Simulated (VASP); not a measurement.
A run of VASP 6.6.1 is set up as follows.

File POSCAR:

```
LiCl
1.0
    0.0000000000      2.5559256900      2.5559256900
    2.5559256900      0.0000000000      2.5559256900
    2.5559256900      2.5559256900      0.0000000000
Li Cl
1 1
Direct
    0.0000000000      0.0000000000      0.0000000000
    0.5000000000      0.5000000000      0.5000000000
```

Contents of INCAR.step1:

```
ALGO = Normal
EDIFF = 1E-4
ENCUT = 520
GGA = PE
ISMEAR = -1
LASPH = True
LCHARG = False
LREAL = False
LWAVE = True
NBANDS = 12
NELM = 100
PREC = Accurate
SIGMA = 0.02
```

The input INCAR.step2:

```
ALGO = Normal
EDIFF = 1E-7
ENCUT = 520
ISIF = 2
ISMEAR = -1
ISTART = 1
LASPH = True
LCHARG = False
LMIXTAU = True
LREAL = False
LWAVE = False
METAGGA = R2SCAN
NBANDS = 12
NELM = 100
PREC = Accurate
SIGMA = 0.02
```

Contents of KPOINTS:

```
k-points
0
Gamma
  10 10 10
```

Potentials or basis: VASP PAW PBE potentials, release 64 (Li_sv, Cl).

Run with:

```bash
$ cat potpaw_PBE.64/Li_sv/POTCAR potpaw_PBE.64/Cl/POTCAR > POTCAR
$ cp INCAR.step1 INCAR
$ mpirun -np 1 vasp_std > vasp.out
$ cp INCAR.step2 INCAR
$ mpirun -np 1 vasp_std > vasp.out
```

**Question.** What does it give for the band gap on the k mesh?

**Answer.** 7.36 eV, direct.

Caveat: the PAW data sets were made with another functional, which shifts forces and pressure a little. r2SCAN opens gaps a little over a GGA but as a rule still falls short of measured ones.
